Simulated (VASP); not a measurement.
Wanted: the native input for a VASP 6.6.1 run.

```
Task                   : single point
Functional             : PBE
Potentials or basis    : VASP PAW PBE potentials, release 64 (Se, Zn)
Cutoff                 : 520 eV
k mesh                 : 8 × 8 × 8
Occupations            : fermi-dirac, width 0.05 eV
Spin                   : no spin polarisation
Dipole correction      : no
Further INCAR settings : ALGO = Normal; EDIFF = 1e-07; NBANDS = 16
```

The structure of ZnSe (Stilleite) lies in POSCAR:

```
ZnSe
1.0
    0.0000000000      2.8147806350      2.8147806350
    2.8147806350      0.0000000000      2.8147806350
    2.8147806350      2.8147806350      0.0000000000
Se Zn
1 1
Direct
    0.7500000000      0.7500000000      0.7500000000
    0.0000000000      0.0000000000      0.0000000000
```

One way to write it, as run:

INCAR

```
PREC = Accurate
ENCUT = 520
EDIFF = 1E-7
ISMEAR = -1
SIGMA = 0.05
LREAL = False
LASPH = True
NELM = 80
ALGO = Normal
ISIF = 2
LWAVE = False
LCHARG = False
GGA = PE
NBANDS = 16
```

KPOINTS

```
Automatic mesh
0
Gamma
  8 8 8
```

Potentials or basis: VASP PAW PBE potentials, release 64 (Se, Zn).

Launch:

```sh
$ cat potpaw_PBE.64/Se/POTCAR potpaw_PBE.64/Zn/POTCAR > POTCAR
$ mpirun -np 1 vasp_std > vasp.out
```

Results of the run:

```
Pressure               : 3.8 GPa
Band gap on the k mesh : 1.37 eV, direct
```

Run time: 15 s on 1 thread of Intel(R) Xeon(R) Platinum 8488C (Sapphire Rapids), with other jobs on the host, peak memory 0.18 GiB.
